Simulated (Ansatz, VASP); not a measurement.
## Fe7Co: VASP beside Ansatz

INCAR

```
SYSTEM = Fe7Co
PREC = Accurate
ENCUT = 520
EDIFF = 1E-6
ISMEAR = 0
SIGMA = 0.15
LREAL = .FALSE.
LASPH = .TRUE.
NELM = 150
ALGO = Normal
ISIF = 2
LWAVE = .FALSE.
LCHARG = .TRUE.
ISPIN = 2
MAGMOM = 2.39 2.39 2.39 2.6 2.6 2.6 2.6 1.98
LORBIT = 11
LMAXMIX = 4
GGA = PS
LELF = .TRUE.
LVHAR = .TRUE.
NBANDS = 46
```

File KPOINTS:

```
Automatic mesh
0
G
  8 8 8
  0 0 0
```

Contents of POSCAR:

```
Fe7Co
1.0
   -2.7947730941      2.7947730941      2.7947730941
    2.7947730941     -2.7947730941      2.7947730941
    2.7947730941      2.7947730941     -2.7947730941
Fe Co
7 1
Direct
    0.0000000000      0.5000000000      0.5000000000
    0.5000000000      0.5000000000      0.0000000000
    0.5000000000      0.0000000000      0.5000000000
    0.0000000000      0.0000000000      0.5000000000
    0.0000000000      0.5000000000      0.0000000000
    0.5000000000      0.0000000000      0.0000000000
    0.5000000000      0.5000000000      0.5000000000
    0.0000000000      0.0000000000      0.0000000000
```

Input for Ansatz:

```yaml
crystal:
  lattice:
    - [-2.7947730941, 2.7947730941, 2.7947730941]
    - [2.7947730941, -2.7947730941, 2.7947730941]
    - [2.7947730941, 2.7947730941, -2.7947730941]
  atoms:
    - { symbol: Fe, position: [0.0, 0.5, 0.5], spin: 2.39 }
    - { symbol: Fe, position: [0.5, 0.5, 0.0], spin: 2.39 }
    - { symbol: Fe, position: [0.5, 0.0, 0.5], spin: 2.39 }
    - { symbol: Fe, position: [0.0, 0.0, 0.5], spin: 2.6 }
    - { symbol: Fe, position: [0.0, 0.5, 0.0], spin: 2.6 }
    - { symbol: Fe, position: [0.5, 0.0, 0.0], spin: 2.6 }
    - { symbol: Fe, position: [0.5, 0.5, 0.5], spin: 2.6 }
    - { symbol: Co, position: [0.0, 0.0, 0.0], spin: 1.98 }
basis:
  ecutwfc: 420
kpoints:
  mp_grid: { grid: [8, 8, 8] }
hamiltonian:
  xc: pbesol
scf:
  occupations: { method: gaussian, width: 0.15 }
output:
  forces: true
  stress: true
  eigenvalues: true
  populations: true
  write_density: true
  write_potential: true
  elf: true
  volumetric_format: npy
magnetization:
  spin_polarized: true
```

Alike in both runs: task single point; functional PBEsol; k mesh 8 × 8 × 8; occupations gaussian, width 0.15 eV; collinear spin.

|  | VASP | Ansatz |
| --- | --- | --- |
| version | VASP 6.6.1 | Ansatz 0.2.0 |
| potentials or method | VASP PAW PBE potentials, release 64 (Fe, Co), cutoff 520 eV | scalar-relativistic, plane waves, PAW |
| valence electrons in the cell | 65 | 129 |

|  | VASP | Ansatz | Ansatz less VASP |
| --- | --- | --- | --- |
| gap on the k mesh at the Fermi level (eV) | none | none | - |
| pressure (GPa) | 0.2 | 0.2 | +0.02 |
| net moment per atom (μB) | 2.21 | 2.20 | -0.015 |
| size of the moment on the site where the two differ most (μB) | 1.71 | 1.79 | +0.077 |

VASP's potentials were made for PBE, not for PBEsol. Site moments also hang on the region over which each program counts them. A gap of «none» marks a metal or a gap that the smearing closes. VASP's potentials hold 65 valence electrons a cell and Ansatz's 129, so a difference there can come from the potentials and not from the codes.
